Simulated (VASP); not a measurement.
Runs of VASP 6.6.1 on Ir. The structure is that of space group P6_3/mmc (No. 194), or close to it. The cells are those of the table. This isn't the form of Ir at room conditions, which is fcc.

| task | level | potentials or basis | spin | cell | k mesh | cutoff (eV) | grid for exact exchange (PRECFOCK) | share of exact exchange | screening parameter | gap on the mesh (eV) | pressure (GPa) | moment (μB) | relaxed volume (Å³/atom) |
| --- | --- | --- | --- | --- | --- | --- | --- | --- | --- | --- | --- | --- | --- |
| relaxation of cell and atoms | RPBE+D4 | VASP PAW PBE potentials, release 64 (Ir) | off | relaxed from a = 2.751, b = 2.751, c = 4.462 Å, angles 90.0, 90.0, 120.0°, 2 atoms | 11 × 11 × 6 | 600 | - | - | - | none | 0.0 | - | 14.06 |
| single point | LDA | VASP PAW LDA potentials, release 64 (Ir) | non-collinear, zero start, SOC | a = 2.751, b = 2.751, c = 4.462 Å, angles 90.0, 90.0, 120.0°, 2 atoms | 8 × 8 × 5 | 520 | - | - | - | - | -13.9 | 0.00 | - |
| single point | PBE0 | VASP PAW PBE potentials, release 64 (Ir) | off | a = 2.714, b = 2.714, c = 4.402 Å, angles 90.0, 90.0, 120.0°, 2 atoms | 6 × 6 × 4 | 520 | Normal | 0.25 | - | none | (a) | - | - |
| relaxation of cell and atoms | RPBE+D3(BJ) | VASP PAW PBE potentials, release 64 (Ir) | off | relaxed from a = 2.751, b = 2.751, c = 4.462 Å, angles 90.0, 90.0, 120.0°, 2 atoms | 11 × 11 × 6 | 600 | - | - | - | none | 0.1 | - | 13.07 |
| single point | PBEsol-based global hybrid with 25 % exact exchange | VASP PAW PBE potentials, release 64 (Ir) | off | a = 2.722, b = 2.722, c = 4.282 Å, angles 90.0, 90.0, 120.0°, 2 atoms | 6 × 6 × 3 | 520 | Normal | 0.25 | - | none | (b) | - | - |
| single point | HSE06 | VASP PAW PBE potentials, release 64 (Ir) | off | a = 2.805, b = 2.805, c = 4.550 Å, angles 90.0, 90.0, 120.0°, 2 atoms | 6 × 6 × 4 | 520 | Normal | 0.25 | 0.2079 1/Å | none | -29.0 | - | - |
| relaxation of cell and atoms | LDA | VASP PAW LDA potentials, release 64 (Ir) | non-collinear, zero start, SOC | relaxed from a = 2.751, b = 2.751, c = 4.462 Å, angles 90.0, 90.0, 120.0°, 2 atoms | 8 × 8 × 5 | 600 | - | - | - | - | 0.1 | 0.00 | 14.06 |
| relaxation of cell and atoms | PBEsol+D4 | VASP PAW PBE potentials, release 64 (Ir) | off | relaxed from a = 2.751, b = 2.751, c = 4.462 Å, angles 90.0, 90.0, 120.0°, 2 atoms | 11 × 11 × 6 | 600 | - | - | - | none | 0.0 | - | 13.96 |

Alike in all rows: smearing fermi-dirac 0.05 eV.

Fill in the values left out.

(a) 1.8; (b) 3.9.

Caveats: some runs use coarse meshes; the PAW data sets were made with another functional, which shifts forces and pressure a little (at least some runs); spin-orbit coupling is left out, which moves the levels of the heavy elements (at least some runs); the dispersion term is far too large for a dense solid, which distorts pressure and volume (at least some runs); the cell stands under tension (at least some runs).

A k mesh can miss the band edges, and rows without SOC leave out spin-orbit coupling on Ir.

A gap of «none» marks levels without a gap at the run's occupations.
